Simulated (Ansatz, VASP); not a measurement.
One calculation of As, two programs

INCAR

```
PREC = Accurate ; ENCUT = 520
EDIFF = 1E-6 ; ISMEAR = -1
SIGMA = 0.1 ; LREAL = F
LASPH = T ; NELM = 60
ALGO = Normal ; ISIF = 2
LWAVE = F ; LCHARG = F
GGA = PS ; NBANDS = 12
```

KPOINTS

```
Automatic mesh
0
Gamma
  13 13 8
```

Contents of POSCAR:

```
As
1.0
    3.1072378018      0.0000000000      0.0000000000
   -1.5536189009      2.6909468719      0.0000000000
    0.0000000000      0.0000000000      4.7485091381
As
2
Direct
    0.3333333333      0.6666666667      0.2500000000
    0.6666666667      0.3333333333      0.7500000000
```

Input for Ansatz:

```yaml
crystal:
  lattice:
    - [3.1072378018, 0.0, 0.0]
    - [-1.5536189009, 2.6909468719, 0.0]
    - [0.0, 0.0, 4.7485091381]
  atoms:
    - { symbol: As, position: [0.3333333333, 0.6666666667, 0.25] }
    - { symbol: As, position: [0.6666666667, 0.3333333333, 0.75] }
hamiltonian:
  xc: pbesol
  pseudopotentials:
    kind: paw
    azcp:
      As: "pseudopotentials/As.paw.azcp"
basis:
  ecutwfc: 420
  fft_grid_basis: typed
kpoints:
  mp_grid: { grid: [13, 13, 8], shift: [0, 0, 0] }
magnetization:
  spin_polarized: false
scf:
  occupations: { method: fermi_dirac, width: 0.1 }
  lower_state_search: "off"
output:
  stress: true
  write_density: true
  write_potential: true
  elf: true
  volumetric_format: npy
```

Alike in both runs: task single point; functional PBEsol; k mesh 13 × 13 × 8; occupations fermi-dirac, width 0.1 eV; no spin polarisation.

|  | VASP | Ansatz |
| --- | --- | --- |
| version | VASP 6.6.1 | Ansatz 0.2.0 |
| potentials or method | VASP PAW PBE potentials, release 64 (As), cutoff 520 eV | plane waves (420 eV) with PAW, scalar-relativistic |
| valence electrons in the cell | 10 | 30 |

```csv
,VASP,Ansatz,Ansatz less VASP
pressure (GPa),-5.7,-5.8,-0.11
"traceless stress, the component that is largest in VASP (GPa)",0.63,0.61,-0.017
```

VASP's potentials were made for PBE, not for PBEsol, and Ansatz warns of the same on its side. With one functional, cell and mesh, what is left measures potentials, basis and numerics. VASP's potentials hold 10 valence electrons a cell and Ansatz's 30, so a difference there can come from the potentials and not from the codes.
